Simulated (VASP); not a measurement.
Crystal: HfAlO.

```xyz
6
Lattice="3.8783 0.0000 0.0000 0.0000 3.8783 0.0000 0.0000 0.0000 6.8258" Properties=species:S:1:pos:R:3 pbc="T T T"
Hf    1.9391    0.0000    4.5596
Hf    0.0000    1.9391    2.2662
Al    0.0000    0.0000    0.0000
Al    1.9391    1.9391    0.0000
O     1.9391    0.0000    1.3003
O     0.0000    1.9391    5.5255
```

The cell was generated, and may not be a known phase.

```yaml
Program: VASP 6.6.1
Task: relaxation of cell and atoms
Functional: PBE
Potentials_or_basis: VASP PAW PBE potentials, release 64 (Hf_pv, Al, O)
Cutoff: 600 eV
k_mesh: 4 × 4 × 4
Occupations: gaussian, width 0.1 eV
Spin: no spin polarisation
```

At the start: pressure -10.6 GPa; volume 17.11 Å³/atom.

Question: Where does the relaxation end?

Answer: Over 41 steps the energy falls by 1259.0 meV/atom and the volume is 14.18 Å³/atom (-17.1 %); space group P4/nmm (No. 129, to 0.1 Å) before and after.

Step by step:
```
step  energy change (eV)  largest force (eV/Å)  pressure (GPa)  volume (Å³)
   1              0.0000                1.9047          -10.63       102.67
   3             -1.3774                1.1991            5.14        84.76
   5             -1.7046                1.5872           -0.29        87.75
   7             -2.2395                2.0102           -1.09        88.59
   9             -2.2951                0.6204           32.01        81.67
  11             -3.3561                1.1134           16.07        84.04
  13             -3.6208                1.1731            9.49        86.51
  15             -4.0908                0.6525            1.42        92.76
  17             -4.1879                0.9195           -4.56        95.47
  19             -4.5360                1.3079           -1.40        90.25
  21             -4.9751                2.0535            8.33        81.83
  23             -5.0947                2.8325           11.51        80.65
  25             -5.6163                2.4107            5.38        83.74
  27             -5.6602                1.3924           -5.18        98.18
  29             -6.5868                1.1140           -4.47        91.52
  31             -6.4318                3.9267           -8.87        92.75
  33             -7.3970                1.2332           -3.26        87.93
  35             -7.5320                0.4580           -0.34        85.56
  37             -7.5469                0.1663           -1.11        85.89
  39             -7.5522                0.1262            0.28        85.04
  41             -7.5538                0.0147           -0.03        85.08
```

Final structure:
```
Hf Al O
1.0
     3.33947    0.00000    0.00000
     0.00000    3.33947    0.00000
     0.00000    0.00000    7.62863
Hf Al O
2 2 2
Direct
  0.50000 0.00000 0.67884
  0.00000 0.50000 0.32116
  0.00000 0.00000 0.00000
  0.50000 0.50000 0.00000
  0.50000 0.00000 0.39647
  0.00000 0.50000 0.60353
```

Caveat: the k points lie up to 0.47 Å⁻¹ apart in the final cell, too coarse for converged energies and pressures of a metal; the volume moved by over 15 % at a fixed basis, so the end points are rough.
